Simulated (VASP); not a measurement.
# Ti (I4/mmm) in VASP: notebook, part 2 of 2

VASP 6.6.1. The steps go on from the part before.

## Step 3: Single point, r2SCAN

File POSCAR:

```
Ti
1.0
   -1.7662855923      1.7662855923      1.3777027620
    1.7662855923     -1.7662855923      1.3777027620
    1.7662855923      1.7662855923     -1.3777027620
Ti
1
Direct
    0.0000000000      0.0000000000      0.0000000000
```

File INCAR.step1:

```
SYSTEM = Ti
ALGO = Normal ; EDIFF = 1E-4
ENCUT = 520 ; GGA = PE
ISMEAR = 0 ; LASPH = .TRUE.
LCHARG = .FALSE. ; LREAL = .FALSE.
LWAVE = .TRUE. ; NBANDS = 12
NELM = 100 ; PREC = Accurate
SIGMA = 0.15
```

File INCAR.step2:

```
SYSTEM = Ti
ALGO = Normal ; EDIFF = 1E-7
ENCUT = 520 ; ISIF = 2
ISMEAR = 0 ; ISTART = 1
LASPH = .TRUE. ; LCHARG = .FALSE.
LMIXTAU = .TRUE. ; LREAL = .FALSE.
LWAVE = .FALSE. ; METAGGA = R2SCAN
NBANDS = 12 ; NELM = 100
PREC = Accurate ; SIGMA = 0.15
```

File KPOINTS:

```
k-points
0
G
  28 28 28
  0 0 0
```

Potentials or basis: VASP PAW PBE potentials, release 64 (Ti_sv).

Command:

```
> cat potpaw_PBE.64/Ti_sv/POTCAR > POTCAR
> cp INCAR.step1 INCAR
> mpirun -np 1 vasp_std > vasp.out
> cp INCAR.step2 INCAR
> mpirun -np 1 vasp_std > vasp.out
```

It took 40 min on 1 thread of Oxide Virtual Turin-like, shared host; peak memory 0.39 GiB.

The run converged. Its results:

* Free energy: -12.7956 eV
* Pressure: 0.1 GPa
* Band gap on the k mesh: zero (bands 6 and 7 overlap by 1.21 eV)

Stress tensor (GPa, compression positive):
```
-2.94  0.00  0.00
 0.00 -2.94  0.00
 0.00  0.00  6.32
```

Levels at points of the mesh, in eV from the Fermi level:
```tsv
k point	band 4	band 5	band 6	band 7	band 8	band 9
(0.00, 0.00, 0.00)	-33.60	-6.42	-0.10	1.30	2.15	2.15
(0.50, 0.00, 0.00)	-33.80	-2.60	-1.03	1.88	2.80	4.24
(0.50, 0.50, 0.00)	-33.65	-2.72	-0.17	1.27	1.45	2.79
(0.50, 0.50, 0.50)	-33.86	-2.57	-2.06	4.16	4.16	4.39
```

Caveat: the stress differs along the axes, from -3 to 6 GPa; the PAW data sets were made with another functional, which shifts forces and pressure a little.

## Step 4: Single point, r2SCAN

File POSCAR:

```
Ti
1.0
   -1.4897429648      1.4897429648      1.9366658543
    1.4897429648     -1.4897429648      1.9366658543
    1.4897429648      1.4897429648     -1.9366658543
Ti
1
Direct
    0.0000000000      0.0000000000      0.0000000000
```

File INCAR.step1:

```
SYSTEM = Ti
PREC     = Accurate       ! precision mode
ENCUT    = 520            ! plane-wave cutoff, eV
ISMEAR   = 0              ! smearing method
SIGMA    = 0.15           ! smearing width, eV
LREAL    = .FALSE.        ! projectors in reciprocal space
LASPH    = .TRUE.         ! aspherical terms in the spheres
NELM     = 80             ! most SCF steps
NBANDS   = 12             ! bands
GGA      = PE             ! functional
ALGO     = Normal         ! electronic algorithm
EDIFF    = 1E-4           ! SCF threshold, eV
LWAVE    = .TRUE.         ! write WAVECAR
LCHARG   = .FALSE.        ! write CHGCAR
```

File INCAR.step2:

```
SYSTEM = Ti
PREC     = Accurate       ! precision mode
ENCUT    = 520            ! plane-wave cutoff, eV
EDIFF    = 1E-6           ! SCF threshold, eV
ISMEAR   = 0              ! smearing method
SIGMA    = 0.15           ! smearing width, eV
LREAL    = .FALSE.        ! projectors in reciprocal space
LASPH    = .TRUE.         ! aspherical terms in the spheres
NELM     = 80             ! most SCF steps
ALGO     = Normal         ! electronic algorithm
ISIF     = 2              ! what is computed and relaxed
LWAVE    = .FALSE.        ! write WAVECAR
LCHARG   = .FALSE.        ! write CHGCAR
METAGGA  = R2SCAN         ! meta-GGA
LMIXTAU  = .TRUE.       
NBANDS   = 12             ! bands
ISTART   = 1
```

File KPOINTS:

```
Automatic mesh
0
G
  28 28 28
  0 0 0
```

Potentials or basis: VASP PAW PBE potentials, release 64 (Ti_sv).

Command:

```
> cat potpaw_PBE.64/Ti_sv/POTCAR > POTCAR
> cp INCAR.step1 INCAR
> mpirun -np 1 vasp_std > vasp.out
> cp INCAR.step2 INCAR
> mpirun -np 1 vasp_std > vasp.out
```

OUTCAR:

```text
SYSTEM = Ti
   PREC = Accurate
   ENCUT = 520
   EDIFF = 1E-6
   ISMEAR = 0
   LREAL = .FALSE.
   LASPH = .TRUE.
   NELM = 80
   ISIF = 2
   METAGGA = R2SCAN
   ISTART = 1

 ion  position               nearest neighbor table
   1  0.000  0.000  0.000-

  LATTYP: Found a body centered tetragonal cell.
 ALAT       =     2.9794859296
 C/A-ratio  =     1.3000000000

  Lattice vectors:

 A1 = (  -1.4897429648,   1.4897429648,   1.9366658543)
 A2 = (   1.4897429648,  -1.4897429648,   1.9366658543)
 A3 = (   1.4897429648,   1.4897429648,  -1.9366658543)
[... 532 lines left out ...]
      5       4.8104      2.00000
      6       8.2700      1.40984
      7       9.1209      0.00000
      8       9.9001      0.00000
      9      11.4720      0.00000
     10      11.8119      0.00000
     11      19.6363      0.00000
     12      24.1524      0.00000

 [... further k-points ...]
[... 5 lines left out ...]
  --------------------------------------------------------------------------------------
  -------------------------------------------------------------------------------------
  Total        0.0623651      0.0623651      0.3424904      0.0000000      0.0000000      0.0000000
  in kB        5.8118531      5.8118531     31.9169659      0.0000000      0.0000000      0.0000000
  external PRESSURE =      14.5135574 kB  Pullay stress =       0.0000000 kB

 VOLUME and BASIS-vectors are now :
 -----------------------------------------------------------------------------
  energy-cutoff  :      520.00
  volume of cell :       17.19
      direct lattice vectors                 reciprocal lattice vectors
    -1.489742965  1.489742965  1.936665854     0.000000000  0.335628368  0.258175668
     1.489742965 -1.489742965  1.936665854     0.335628368  0.000000000  0.258175668
     1.489742965  1.489742965 -1.936665854     0.335628368  0.335628368  0.000000000

 POSITION                                       TOTAL-FORCE (eV/Angst)
 -----------------------------------------------------------------------------------
      0.00000      0.00000      0.00000        -0.000000      0.000000      0.000000
 -----------------------------------------------------------------------------------
    total drift:                                0.000000      0.000000     -0.000000

  FREE ENERGIE OF THE ION-ELECTRON SYSTEM (eV)
  ---------------------------------------------------
  free  energy   TOTEN  =       -12.8789847892 eV

  energy  without entropy=      -12.8598004875  energy(sigma->0) =      -12.86939264
```

It took 35 min on 1 thread of Oxide Virtual Turin-like, shared host; peak memory 0.39 GiB.

Results:

* Free energy: -12.8790 eV
* Pressure: 1.5 GPa
* Band gap on the k mesh: zero (bands 6 and 7 overlap by 1.53 eV)

Levels at points of the mesh, in eV from the Fermi level:
| k point | band 2 | band 3 | band 4 | band 5 | band 6 | band 7 | band 8 | band 9 | band 10 | band 11 |
| --- | --- | --- | --- | --- | --- | --- | --- | --- | --- | --- |
| (0.00, 0.00, 0.00) | -33.81 | -33.81 | -33.80 | -6.47 | 0.85 | 0.85 | 1.46 | 2.45 | 3.14 | 15.98 |
| (0.50, 0.00, 0.00) | -34.53 | -33.94 | -33.86 | -2.72 | 0.51 | 0.57 | 1.36 | 3.70 | 4.06 | 8.74 |
| (0.50, 0.50, 0.00) | -34.48 | -34.07 | -33.98 | -2.68 | -1.64 | 2.33 | 3.87 | 3.89 | 4.33 | 10.65 |
| (0.50, 0.50, 0.50) | -34.47 | -34.12 | -34.12 | -2.65 | -1.97 | 3.94 | 4.08 | 4.14 | 4.14 | 11.51 |

Caveat: the PAW data sets were made with another functional, which shifts forces and pressure a little.

## Step 5: The runs side by side

```csv
cell,gap on the mesh (eV),pressure (GPa)
"a = 2.886 Å, angles 101.5, 101.5, 126.9°, 1 atom",none,0.2
"a = 2.853 Å, angles 103.5, 103.5, 122.2°, 1 atom",none,0.1
"a = 2.862 Å, angles 117.3, 117.3, 94.8°, 1 atom",none,1.5
```

Alike in all rows: task single point; level r2SCAN; potentials or basis VASP PAW PBE potentials, release 64 (Ti_sv); no spin polarisation; k mesh 28 × 28 × 28; cutoff (eV) 520; smearing gaussian 0.15 eV.

Caveats: the PAW data sets were made with another functional, which shifts forces and pressure a little; the stress differs along the axes, from -6 to 13 GPa (at least some runs); the stress differs along the axes, from -3 to 6 GPa (at least some runs).

Total energies depend on the potentials used, so only differences within one code and one set of settings carry meaning.
